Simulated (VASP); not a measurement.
## InSe: single point with PBE+D3(BJ)

InSe:

```
In Se
1.0
     2.01849    1.16538    8.30272
    -2.01849    1.16538    8.30272
     0.00000   -2.33075    8.30272
In Se
2 2
Direct
  0.99961 0.99961 0.99961
  0.11176 0.11176 0.11176
  0.61472 0.61472 0.61472
  0.82990 0.82990 0.82990
```

* Program: VASP 6.6.1
* Task: single point
* Functional: PBE
* Dispersion: D3(BJ)
* Potentials or basis: VASP PAW PBE potentials, release 64 (In_d, Se)
* Cutoff: 520 eV
* k mesh: 12 × 12 × 12
* Occupations: gaussian, width 0.01 eV
* Spin: no spin polarisation

```yaml
Pressure: 0.0 GPa
Largest_force: 0.015 eV/Å
Band_gap_on_the_k_mesh: 0.28 eV, direct
Dispersion_energy_per_atom: -0.300 eV
```

Forces in eV/Å, atoms in the order of the input:
```
In   0.000  0.000  0.014
In   0.000  0.000 -0.014
Se   0.000  0.000 -0.015
Se   0.000  0.000  0.015
```

Levels at points of the mesh, in eV from the valence-band top:
```
           k point  band 15  band 16  band 17  band 18  band 19  band 20  band 21  band 22  band 23  band 24
(0.00, 0.00, 0.00)    -1.60    -1.39    -1.39    -1.25    -1.25     1.68     2.00     4.23     4.23     5.09
(0.50, 0.00, 0.00)    -3.50    -2.44    -2.40    -2.22    -1.68     1.10     1.92     3.65     3.95     4.64
(0.50, 0.50, 0.00)    -3.24    -2.68    -2.56    -2.03    -1.52     1.06     1.94     3.28     3.51     4.19
(0.50, 0.50, 0.50)    -1.46    -1.46    -1.17    -1.17     0.00     0.28     2.08     4.13     4.13     5.52
```

It took 52 min on 1 thread of Intel(R) Xeon(R) Platinum 8375C CPU @ 2.90GHz (Ice Lake) (shared host), peak memory 0.88 GiB.

Caveat: spin-orbit coupling is left out, which moves the levels of the heavy elements. A k mesh can miss the band edges.
